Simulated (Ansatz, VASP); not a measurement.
**In3BiP2 in VASP and in Ansatz**

INCAR

```
SYSTEM = In3BiP2
ALGO = Normal
EDIFF = 1E-7
ENCUT = 520
GGA = PE
ISIF = 2
ISMEAR = -1
LASPH = .TRUE.
LCHARG = .FALSE.
LREAL = .FALSE.
LWAVE = .FALSE.
NBANDS = 41
NELM = 100
PREC = Accurate
SIGMA = 0.02
```

File KPOINTS:

```
k-points
0
G
  12 12 4
  0 0 0
```

File POSCAR:

```
In3BiP2
1.0
    4.3609847536      0.0000000000      0.0000000000
   -2.1804923768      3.7767235822      0.0000000000
    0.0000000000      0.0000000000     10.7964711398
P Bi In
2 1 3
Direct
    0.0000000000      0.0000000000      0.0141160659
    0.3333333333      0.6666666667      0.3227007593
    0.6666666667      0.3333333333      0.6608518947
    0.3333333333      0.6666666667      0.0836200780
    0.6666666667      0.3333333333      0.3903174832
    0.0000000000      0.0000000000      0.7783937190
```

Input for Ansatz:

```yaml
crystal:
  lattice:
    - [4.3609847536, 0.0, 0.0]
    - [-2.1804923768, 3.7767235822, 0.0]
    - [0.0, 0.0, 10.7964711398]
  atoms:
    - { symbol: P, position: [0.0, 0.0, 0.0141160659] }
    - { symbol: P, position: [0.3333333333, 0.6666666667, 0.3227007593] }
    - { symbol: Bi, position: [0.6666666667, 0.3333333333, 0.6608518947] }
    - { symbol: In, position: [0.3333333333, 0.6666666667, 0.083620078] }
    - { symbol: In, position: [0.6666666667, 0.3333333333, 0.3903174832] }
    - { symbol: In, position: [0.0, 0.0, 0.778393719] }
kpoints:
  mp_grid: { grid: [12, 12, 4] }
  band_path:
    path:
      - [0.0, 0.0, 0.0]
      - [0.5, 0.0, 0.0]
      - [0.3333333333, 0.3333333333, 0.0]
      - [0.0, 0.0, 0.5]
      - [0.5, 0.0, 0.5]
      - [0.3333333333, 0.3333333333, 0.5]
      - [0.0, 0.0833333333, -0.5]
      - [0.1, 0.0, 0.0]
    npoints: 1
hamiltonian:
  xc: pbe
scf:
  occupations: { method: fermi_dirac, width: 0.02 }
  n_extra_bands: 5
output:
  forces: true
  stress: true
  eigenvalues: true
```

Alike in both runs: task single point; functional PBE; k mesh 12 × 12 × 4; occupations fermi-dirac, width 0.02 eV; no spin polarisation.

|  | VASP | Ansatz |
| --- | --- | --- |
| version | VASP 6.6.1 | Ansatz 0.2.0 |
| potentials or method | VASP PAW PBE potentials, release 64 (P, Bi_d, In_d) | plane waves, PAW |
| plane-wave cutoff (eV) | 520 | 420 |
| valence electrons in the cell | 64 | 64 |

|  | VASP | Ansatz | Ansatz less VASP |
| --- | --- | --- | --- |
| pressure (GPa) | 1.6 | 1.6 | +0.04 |
| traceless stress, the component that is largest in VASP (GPa) | 0.23 | 0.23 | +0.001 |
| rms of the force components (eV/Å) | 0.030 | 0.029 | -0.0010 |

Atom by atom the forces differ by 0.002 eV/Å (rms over components). With one functional, cell and mesh, what is left measures potentials, basis and numerics.

Spin-orbit coupling is off throughout.
